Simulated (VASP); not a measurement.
Runs of VASP 6.6.1 on GaSb. The structure is that of space group F-43m (No. 216), or close to it. The cells are those of the table. 

```tsv
task	cell	k mesh for the DOS	occupations for the DOS	gap on the mesh (eV)	pressure (GPa)
electric field gradients	a = 4.326 Å, angles 60.0°, 2 atoms	-	-	-	(b)
electric field gradients	a = 4.383 Å, angles 60.0°, 2 atoms	-	-	none	0.4
electric field gradients	a = 4.268 Å, angles 60.0°, 2 atoms	-	-	0.33	(a)
electric field gradients	a = 4.355 Å, angles 60.0°, 2 atoms	-	-	none	1.4
```

Alike in all rows: level PBE; potentials or basis VASP PAW PBE potentials, release 64 (Ga_d, Sb); no spin polarisation; k mesh 12 × 12 × 12; cutoff (eV) 520; smearing fermi-dirac 0.08 eV.

Q: Fill in the values left out.

A: (a) 4.9; (b) 2.4.

Caveats: spin-orbit coupling is left out, which moves the levels of the heavy elements.

A k mesh can miss the band edges, and the runs leave out spin-orbit coupling on Ga, Sb.

A gap of «none» marks levels without a gap at the run's occupations.
